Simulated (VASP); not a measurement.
Write the native input for VASP 6.6.1 that does the following.

```
Task                   : relaxation of shape and atoms at fixed volume
Functional             : PBE
Potentials or basis    : VASP PAW PBE potentials, release 64 (Pb_d, Se)
Cutoff                 : 600 eV
k mesh                 : 6 × 6 × 4
Occupations            : gaussian, width 0.02 eV
Spin                   : no spin polarisation
Dipole correction      : no
Further INCAR settings : ALGO = Normal; EDIFF = 1e-06; IBRION = 2; EDIFFG = -0.01; NSW = 50; ISIF = 4
```

The structure of PbSe lies in POSCAR:

```
PbSe
1.0
    4.1576346000      0.0000000000      0.0000000000
   -2.0788173000      3.6006171832      0.0000000000
    0.0000000000      0.0000000000      7.5995029282
Pb Se
2 2
Direct
    0.6666666667      0.3333333333      0.2370188673
    0.3333333333      0.6666666667      0.7370188673
    0.0000000000      0.0000000000      0.5128301327
    0.0000000000      0.0000000000      0.0128301327
```

One way to write it, as run:

INCAR

```
SYSTEM = PbSe
ALGO = Normal
EDIFF = 1E-6
EDIFFG = -0.01
ENCUT = 600
GGA = PE
IBRION = 2
ISIF = 4
ISMEAR = 0
LASPH = .TRUE.
LCHARG = .FALSE.
LREAL = .FALSE.
LWAVE = .FALSE.
NELM = 100
NSW = 50
PREC = Accurate
SIGMA = 0.02
```

KPOINTS

```
k-points
0
G
  6 6 4
  0 0 0
```

Potentials or basis: VASP PAW PBE potentials, release 64 (Pb_d, Se).

The run is started by

```console
$ cat potpaw_PBE.64/Pb_d/POTCAR potpaw_PBE.64/Se/POTCAR > POTCAR
$ mpirun -np 1 vasp_std > vasp.out
```

It gave:

- Energy gained by relaxing: 2.1 meV/atom
- Ionic steps: 8
- Pressure after relaxing: 3.0 GPa
- Largest force after relaxing: 0.010 eV/Å
- Band gap on the k mesh: zero (bands 20 and 21 overlap by 0.06 eV)

Caveat: semilocal functionals underestimate gaps, and a narrow one can read as zero; spin-orbit coupling is left out, which moves the levels of the heavy elements.

It took 3.1 min on 1 thread of Intel(R) Xeon(R) 6975P-C (Granite Rapids), with other jobs on the host, peak memory 0.31 GiB.
